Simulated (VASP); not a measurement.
CoSn, 6 atoms in the cell. It takes space group P6/mmm (No. 191, hexagonal). Conventional cell: a = 5.637 Å, b = 5.637 Å, c = 3.835 Å, α = 90.00°, β = 90.00°, γ = 120.00°. Co (site symmetry mmm) has 6 Sn at 2.51 to 2.82 Å and 4 Co at 2.82 Å within 3.3 Å. Sn (site symmetry -6m2) has 6 Co at 2.51 Å and 3 Sn at 3.25 Å within 3.3 Å. Sn (site symmetry 6/mmm) has 6 Co at 2.82 Å and 14 Sn at 3.78 to 3.83 Å within 3.9 Å.  This cell differs from its parent crystal: strain +0.080 along x and y, -0.080 along z.

```yaml
Program: VASP 6.6.1
Task: single point
Functional: PBEsol
Potentials_or_basis: VASP PAW PBE potentials, release 64 (Co, Sn_d)
Cutoff: 520 eV
k_mesh: 12 × 12 × 12
Occupations: gaussian, width 0.15 eV
Spin: no spin polarisation
Dipole_correction: no
Further_INCAR_settings: ALGO = Fast; EDIFF = 1e-06; NBANDS = 44
```

Potentials or basis: VASP PAW PBE potentials, release 64 (Co, Sn_d).

Run with:

```bash
$ cat potpaw_PBE.64/Co/POTCAR potpaw_PBE.64/Sn_d/POTCAR > POTCAR
$ mpirun -np 1 vasp_std > vasp.out
```

Hardware: 1 thread of Oxide Virtual Turin-like Processor (shared host).

Task: How long does it take, and how much memory?

Result: It took 19 min on 1 thread of Oxide Virtual Turin-like Processor, with other jobs on the host, peak memory 0.54 GiB. Counts: scf iterations 16, k points 133.
